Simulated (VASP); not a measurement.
# Ni (Fm-3m) in VASP: a series of runs

Ni is run at these levels: PBE; tasks: single point.

Program: VASP 6.6.1. These are calculated values, not measurements. Logs are shortened: lines on timing, memory, paths and dates and some standing lists are left out, and cuts for length are marked.

## 1. The cell of the first run

Symmetry: Fm-3m, No. 225, cubic system. Conventional cell: a = 3.514 Å, b = 3.514 Å, c = 3.514 Å, α = 90.00°, β = 90.00°, γ = 90.00°. Within 3.3 Å of Ni (site symmetry m-3m) lie 12 Ni at 2.49 Å.

## 2. Single point, PBE

INCAR reads:

```
PREC = Accurate ; ENCUT = 520
EDIFF = 1E-6 ; ISMEAR = -1
SIGMA = 0.6 ; LREAL = False
LASPH = True ; NELM = 100
ALGO = Normal ; ISIF = 2
LWAVE = False ; LCHARG = False
GGA = PE ; NBANDS = 11
```

KPOINTS reads:

```
Automatic mesh
0
Gamma
  15 15 15
```

POSCAR reads:

```
Ni
1.0
    0.0000000000      1.7572466680      1.7572466680
    1.7572466680      0.0000000000      1.7572466680
    1.7572466680      1.7572466680      0.0000000000
Ni
1
Direct
    0.0000000000      0.0000000000      0.0000000000
```

Potentials or basis: VASP PAW PBE potentials, release 64 (Ni).

Launch:

```bash
$ cat potpaw_PBE.64/Ni/POTCAR > POTCAR
$ mpirun -np 1 vasp_std > vasp.out
```

OUTCAR:

```text
PREC = Accurate
   ENCUT = 520
   EDIFF = 1E-6
   ISMEAR = -1
   LREAL = False
   LASPH = True
   NELM = 100
   ISIF = 2
   GGA = PE

 ion  position               nearest neighbor table
   1  0.000  0.000  0.000-

  LATTYP: Found a face centered cubic cell.
 ALAT       =     3.5144933360

  Lattice vectors:

 A1 = (   0.0000000000,   1.7572466680,   1.7572466680)
 A2 = (   1.7572466680,   0.0000000000,   1.7572466680)
 A3 = (   1.7572466680,   1.7572466680,   0.0000000000)

Analysis of symmetry for initial positions (statically):
=====================================================================
 Subroutine PRICEL returns:
 Original cell was already a primitive cell.

 Routine SETGRP: Setting up the symmetry group for a
 face centered cubic supercell.

 Subroutine GETGRP returns: Found 48 space group operations
 (whereof 48 operations were pure point group operations)
 out of a pool of 48 trial point group operations.

The static configuration has the point symmetry O_h .

Analysis of symmetry for dynamics (positions and initial velocities):
=====================================================================
 Subroutine PRICEL returns:
 Original cell was already a primitive cell.

 Routine SETGRP: Setting up the symmetry group for a
 face centered cubic supercell.

 Subroutine GETGRP returns: Found 48 space group operations
 (whereof 48 operations were pure point group operations)
 out of a pool of 48 trial point group operations.

The dynamic configuration has the point symmetry O_h .

 Subroutine INISYM returns: Found 48 space group operations
 (whereof 48 operations are pure point group operations),
 and found     1 'primitive' translations

----------------------------------------------------------------------------------------

                                     Primitive cell

  volume of cell :      10.8525

  direct lattice vectors                    reciprocal lattice vectors
     0.000000000  1.757246668  1.757246668    -0.284536035  0.284536035  0.284536035
     1.757246668  0.000000000  1.757246668     0.284536035 -0.284536035  0.284536035
     1.757246668  1.757246668  0.000000000     0.284536035  0.284536035 -0.284536035

  length of vectors
     2.485122070  2.485122070  2.485122070     0.492830870  0.492830870  0.492830870

  position of ions in fractional coordinates (direct lattice)
     0.000000000  0.000000000  0.000000000

  ion indices of the primitive-cell ions
   primitive index   ion index
                 1           1

----------------------------------------------------------------------------------------

 KPOINTS: Automatic mesh

Automatic generation of k-mesh.
 Grid dimensions read from file:
 generate k-points for:   15   15   15

 Generating k-lattice:

  Cartesian coordinates                     Fractional coordinates (reciprocal lattice)
    -0.018969069  0.018969069  0.018969069     0.066666667  0.000000000  0.000000000
     0.018969069 -0.018969069  0.018969069     0.000000000  0.066666667  0.000000000
     0.018969069  0.018969069 -0.018969069     0.000000000  0.000000000  0.066666667

  Length of vectors
     0.032855391  0.032855391  0.032855391

  Shift w.r.t. Gamma in fractional coordinates (k-lattice)
     0.000000000  0.000000000  0.000000000

 Subroutine IBZKPT returns following result:
 ===========================================

 Found    120 irreducible k-points:

 Following reciprocal coordinates:
            Coordinates               Weight
  0.000000  0.000000  0.000000      1.000000
  0.066667  0.000000  0.000000      8.000000
  0.133333  0.000000  0.000000      8.000000
  0.200000  0.000000  0.000000      8.000000
  0.266667  0.000000  0.000000      8.000000
  0.333333  0.000000  0.000000      8.000000
[... 16 lines left out ...]
  0.133333  0.133333  0.000000      6.000000
  0.200000  0.133333  0.000000     24.000000
 [... further k-points ...]
   k-points           NKPTS =    120   k-points in BZ     NKDIM =    120   number of bands    NBANDS=     11
   number of dos      NEDOS =    301   number of ions     NIONS =      1
   total plane-waves  NPLWV =   5832
   dimension x,y,z NGX =    18 NGY =   18 NGZ =   18
   dimension x,y,z NGXF=    36 NGYF=   36 NGZF=   36
   ions per type =               1
   NGX,Y,Z   is equivalent  to a cutoff of  12.04, 12.04, 12.04 a.u.
   NGXF,Y,Z  is equivalent  to a cutoff of  24.08, 24.08, 24.08 a.u.
 SYSTEM =  unknown system
   PREC   = accura    normal or accurate (medium, high low for compatibility)
   ISTART =      0    job   : 0-new  1-cont  2-samecut
   ICHARG =      2    charge: 1-file 2-atom 10-const
   ISPIN  =      1    spin polarized calculation?
   LNONCOLLINEAR =      F non collinear calculations
   LSORBIT =      F    spin-orbit coupling
   LASPH  =      T    aspherical Exc in radial PAW
   ENCUT  =  520.0 eV  38.22 Ry    6.18 a.u.   4.62  4.62  4.62*2*pi/ulx,y,z
   NELM   =    100;   NELMIN=  2; NELMDL= -5     # of ELM steps
   EDIFF  = 0.1E-05   stopping-criterion for ELM
   LREAL  =      F    real-space projection
   EDIFFG = 0.1E-04   stopping-criterion for IOM
   NSW    =      0    number of steps for IOM
   IBRION =     -1    ionic relax: 0-MD 1-quasi-New 2-CG
   NFREE  =      0    steps in history (QN), initial steepest desc. (CG)
   ISIF   =      2    stress and relaxation
   ISYM   =      2    0-nonsym 1-usesym 2-fastsym
   POTIM  = 0.5000    time-step for ionic-motion
   TEBEG  =    0.0;   TEEND  =   0.0 temperature during run
   PSTRESS=    0.0 pullay stress
   NELECT =      10.0000    total number of electrons
   NUPDOWN=      -1.0000    fix difference up-down
   EMIN   =  10.00;   EMAX   =-10.00  energy-range for DOS
   EFERMI =   0.00;   METHOD = LEGACY
   ISMEAR =    -1;   SIGMA  =   0.60  broadening in eV -4-tet -1-fermi 0-gaus
   EFERMI_NEDOS =   21; number of points for ismear=-14 and -15
   IALGO  =     38    algorithm
   IMIX   =      4    mixing-type and parameters
     AMIX     =   0.40;   BMIX     =  1.00
     AMIX_MAG =   1.60;   BMIX_MAG =  1.00
  volume/ion in A,a.u.               =      10.85        73.24
  Fermi-wavevector in a.u.,A,eV,Ry     =   1.593060  3.010447 34.529407  2.537840
  Thomas-Fermi vector in A             =   2.691349
   LORBIT       =      0    0 simple, 1 ext, 2 COOP (PROOUT), +10 PAW based schemes
   GGA     = PE    functional components
   LHFCALC =     F    Hartree Fock is set to
   AEXX    =    0.0000 exact exchange contribution
   IVDW    =     0    specifies the selected vdW correction
   LEPSILON=     F    determine dielectric tensor
   LRPA    =     F    only Hartree local field effects (RPA)
 non-spin polarized calculation
  energy-cutoff  :      520.00
  volume of cell :       10.85
 maximum number of plane-waves:       303
   NGX =  9   NGY =  9   NGZ =  9

 number of electron      10.0000013 magnetization

 Free energy of the ion-electron system (eV)
  ---------------------------------------------------
  ext. energy  EPLUGINS =         0.00000000
  ---------------------------------------------------
  free energy    TOTEN  =        -6.31524167 eV

  energy without entropy =       -4.88008947  energy(sigma->0) =       -5.59766557

 E-fermi :   9.7358     XC(G=0): -13.2819

 val. band max:        9.6858764203   @ k =   0.4000   0.2667   0.0000
 cond. band min:       9.7696176533   @ k =   0.4667   0.0667   0.0000
 fundamental gap:      0.0837412330
 Fermi energy:         9.7357708971

 k-point     1 :       0.0000    0.0000    0.0000
  band No.  band energies     occupation
      1       0.3684      2.00000
      2       7.3257      1.96462
      3       7.3257      1.96462
      4       7.3257      1.96462
      5       8.4092      1.80245
      6       8.4092      1.80245
      7      33.0856      0.00000
      8      37.0273      0.00000
      9      37.0273      0.00000
     10      37.0273      0.00000
     11      40.0335      0.00000

 k-point     2 :       0.0667    0.0000    0.0000
  band No.  band energies     occupation
      1       0.5426      2.00000
      2       7.2784      1.96726
      3       7.3650      1.96226
      4       7.3650      1.96226
      5       8.3925      1.80735
      6       8.3925      1.80735
      7      32.5077      0.00000
      8      35.1067      0.00000
      9      36.6386      0.00000
     10      36.6386      0.00000
     11      40.6150      0.00000

 k-point     3 :       0.1333    0.0000    0.0000
  band No.  band energies     occupation
      1       1.0546      2.00000
      2       7.1551      1.97326
      3       7.4590      1.95601
      4       7.4590      1.95601
      5       8.3657      1.81499
      6       8.3657      1.81499
      7      29.8508      0.00000
      8      34.0757      0.00000
      9      35.9390      0.00000
     10      35.9390      0.00000
     11      41.1095      0.00000

 k-point     4 :       0.2000    0.0000    0.0000
  band No.  band energies     occupation
      1       1.8659      2.00000
      2       7.0130      1.97883
      3       7.5318      1.95047
      4       7.5318      1.95047
      5       8.4009      1.80491
      6       8.4009      1.80491
      7      26.4434      0.00000
      8      33.6192      0.00000
      9      35.3028      0.00000
     10      35.3028      0.00000
     11      41.1795      0.00000
[... 239 lines left out ...]
 k-point    22 :      -0.0667    0.0667    0.0000
  band No.  band energies     occupation
      1       0.8294      2.00000
      2       7.1933      1.97152
      3       7.4224      1.95855
      4       7.4390      1.95742
      5       8.3121      1.82946
      6       8.4293      1.79641
      7      31.5869      0.00000
      8      33.1573      0.00000
      9      35.7473      0.00000
     10      37.6821      0.00000
     11      40.1382      0.00000

 k-point    23 :       0.1333    0.1333    0.0000
  band No.  band energies     occupation
      1       1.2794      2.00000
      2       7.0000      1.97928
      3       7.5851      1.94600
      4       7.5851      1.94600
      5       8.1209      1.87305
      6       8.5255      1.76517
      7      31.7309      0.00000
      8      32.8635      0.00000
      9      32.8635      0.00000
     10      34.0134      0.00000
     11      40.7153      0.00000

 k-point    24 :       0.2000    0.1333    0.0000
  band No.  band energies     occupation
      1       1.8745      2.00000
      2       6.8391      1.98412
      3       7.6720      1.93784
      4       7.7105      1.93386
      5       8.0659      1.88352
      6       8.5901      1.74190
      7      29.1647      0.00000
      8      31.7494      0.00000
      9      32.1353      0.00000
     10      34.4260      0.00000
     11      38.9742      0.00000

 [... further k-points ...]
[... 5 lines left out ...]
  --------------------------------------------------------------------------------------
  -------------------------------------------------------------------------------------
  Total        0.6561648      0.6561648      0.6561648     -0.0000000     -0.0000000      0.0000000
  in kB       96.8713487     96.8713487     96.8713487     -0.0000000     -0.0000000      0.0000000
  external PRESSURE =      96.8713487 kB  Pullay stress =       0.0000000 kB

 VOLUME and BASIS-vectors are now :
 -----------------------------------------------------------------------------
  energy-cutoff  :      520.00
  volume of cell :       10.85
      direct lattice vectors                 reciprocal lattice vectors
     0.000000000  1.757246668  1.757246668    -0.284536035  0.284536035  0.284536035
     1.757246668  0.000000000  1.757246668     0.284536035 -0.284536035  0.284536035
     1.757246668  1.757246668  0.000000000     0.284536035  0.284536035 -0.284536035

 POSITION                                       TOTAL-FORCE (eV/Angst)
 -----------------------------------------------------------------------------------
      0.00000      0.00000      0.00000         0.000000     -0.000000      0.000000
 -----------------------------------------------------------------------------------
    total drift:                                0.000000      0.000000     -0.000000

  FREE ENERGIE OF THE ION-ELECTRON SYSTEM (eV)
  ---------------------------------------------------
  free  energy   TOTEN  =        -6.3152416702 eV

  energy  without entropy=       -4.8800894697  energy(sigma->0) =       -5.59766557
```

It took 7.7 s on 1 thread of Intel Xeon 6975P-C, shared host; peak memory 0.13 GiB.

What came out:

* Free energy: -6.3152 eV
* Pressure: 9.7 GPa
* Band gap on the k mesh: zero (band 5 reaches 9.32 eV, above the bottom of band 6 at 8.37 eV)

Levels at points of the mesh, in eV from the Fermi level:
```tsv
k point	band 1	band 2	band 3	band 4	band 5	band 6	band 7	band 8	band 9	band 10
(0.00, 0.00, 0.00)	-9.37	-2.41	-2.41	-2.41	-1.33	-1.33	23.35	27.29	27.29	27.29
```

Caveat: the run has no spin polarisation, though such a crystal can be magnetic.

## 3. Single point, PBE

INCAR reads:

```
SYSTEM = Ni
PREC = Accurate
ENCUT = 520
EDIFF = 1E-7
ISMEAR = -1
SIGMA = 1.0
LREAL = .FALSE.
LASPH = .TRUE.
NELM = 80
ALGO = Normal
ISIF = 2
LWAVE = .FALSE.
LCHARG = .FALSE.
GGA = PE
NBANDS = 11
```

KPOINTS reads:

```
regular mesh
0
G
  15 15 15
  0 0 0
```

POSCAR is that of step 2.

Potentials or basis: VASP PAW PBE potentials, release 64 (Ni).

Launch:

```bash
$ cat potpaw_PBE.64/Ni/POTCAR > POTCAR
$ mpirun -np 1 vasp_std > vasp.out
```

Wall time 8.9 s (1 thread of Intel Xeon 6975P-C, shared host); peak memory 0.13 GiB.

It converged, with:

| Property | Result |
| --- | --- |
| Free energy | -7.4525 eV |
| Pressure | 21.5 GPa |
| Band gap on the k mesh | zero (band 5 reaches 9.25 eV, above the bottom of band 6 at 8.29 eV) |

Levels at points of the mesh, in eV from the Fermi level:
```tsv
k point	band 2	band 3	band 4	band 5	band 6	band 7	band 8	band 9	band 10	band 11
(0.00, 0.00, 0.00)	-2.95	-2.95	-2.95	-1.87	-1.87	22.89	26.83	26.83	26.83	29.81
```

Caveat: the run has no spin polarisation, though such a crystal can be magnetic. Spin polarisation is off, so any magnetic state and its effect on volume and gap are missing.

## 4. Single point, PBE, collinear spin, ferromagnetic start

This run uses another cell than the first one, of 10.90 Å³/atom, 1.004 times its volume.

INCAR reads:

```
ALGO     = Normal         # electronic algorithm
EDIFF    = 1E-6           # SCF threshold, eV
ENCUT    = 520            # plane-wave cutoff, eV
GGA      = PE             # functional
ISIF     = 2              # what is computed and relaxed
ISMEAR   = -1             # smearing method
ISPIN    = 2              # spin polarisation
LASPH    = True           # aspherical terms in the spheres
LCHARG   = True           # write CHGCAR
LELF     = True           # ELF
LMAXMIX  = 4              # l up to which the mixer works
LORBIT   = 11             # projections on sites
LREAL    = False          # projectors in reciprocal space
LVHAR    = True         
LWAVE    = False          # write WAVECAR
MAGMOM   = 0.672          # initial moments
NBANDS   = 15             # bands
NELM     = 150            # most SCF steps
PREC     = Accurate       # precision mode
SIGMA    = 0.1            # smearing width, eV
```

KPOINTS reads:

```
k-points
0
Gamma
  8 8 8
```

POSCAR reads:

```
Ni
1.0
    0.0000000000      1.7596893146      1.7596893146
    1.7596893146      0.0000000000      1.7596893146
    1.7596893146      1.7596893146      0.0000000000
Ni
1
Direct
    0.0000000000      0.0000000000      0.0000000000
```

Launch:

```bash
$ cat potpaw_PBE.64/Ni/POTCAR > POTCAR
$ mpirun -np 1 vasp_std > vasp.out
```

It took 5.9 s on 1 thread of Intel Xeon 6975P-C (Granite Rapids), shared host; peak memory 0.13 GiB.

The run converged. Its results:

- Free energy: -5.4987 eV
- Pressure: 0.4 GPa
- Net moment: 0.69 μB per cell
- Site moments: Ni +0.70 μB
- Valence electrons inside the program's atomic spheres: Ni 9.30

Levels at points of the mesh, in eV from the Fermi level:
Spin up:
| k point | band 2 | band 3 | band 4 | band 5 | band 6 | band 7 | band 8 | band 9 |
| --- | --- | --- | --- | --- | --- | --- | --- | --- |
| (0.00, 0.00, 0.00) | -2.46 | -2.46 | -2.46 | -1.30 | -1.30 | 23.72 | 27.56 | 27.56 |
| (0.50, 0.00, 0.00) | -2.45 | -2.45 | -0.64 | -0.64 | -0.28 | 5.63 | 22.21 | 24.64 |
| (0.50, 0.50, 0.00) | -4.21 | -0.60 | -0.51 | -0.51 | 2.45 | 9.19 | 14.81 | 14.81 |
Spin down:
| k point | band 2 | band 3 | band 4 | band 5 | band 6 | band 7 |
| --- | --- | --- | --- | --- | --- | --- |
| (0.00, 0.00, 0.00) | -1.66 | -1.66 | -1.66 | -0.64 | -0.64 | 23.57 |
| (0.50, 0.00, 0.00) | -1.77 | -1.77 | -0.33 | 0.18 | 0.18 | 6.09 |
| (0.50, 0.50, 0.00) | -3.55 | 0.09 | 0.41 | 0.41 | 2.43 | 9.47 |

Caveat: the k points lie up to 0.39 Å⁻¹ apart.

## 5. Summary

```tsv
spin	cell	k mesh	smearing	gap on the mesh (eV)	pressure (GPa)
off	a = 2.485 Å, angles 60.0°, 1 atom	15 × 15 × 15	fermi-dirac 0.6 eV	none	9.7
off	a = 2.485 Å, angles 60.0°, 1 atom	15 × 15 × 15	fermi-dirac 1 eV	none	21.5
collinear, ferromagnetic start	a = 2.489 Å, angles 60.0°, 1 atom	8 × 8 × 8	fermi-dirac 0.1 eV	none	0.4
```

Alike in all rows: task single point; level PBE; potentials or basis VASP PAW PBE potentials, release 64 (Ni); cutoff (eV) 520.

Caveats: some runs use coarse meshes.

Absolute energies hang on the potentials; compare differences alone.
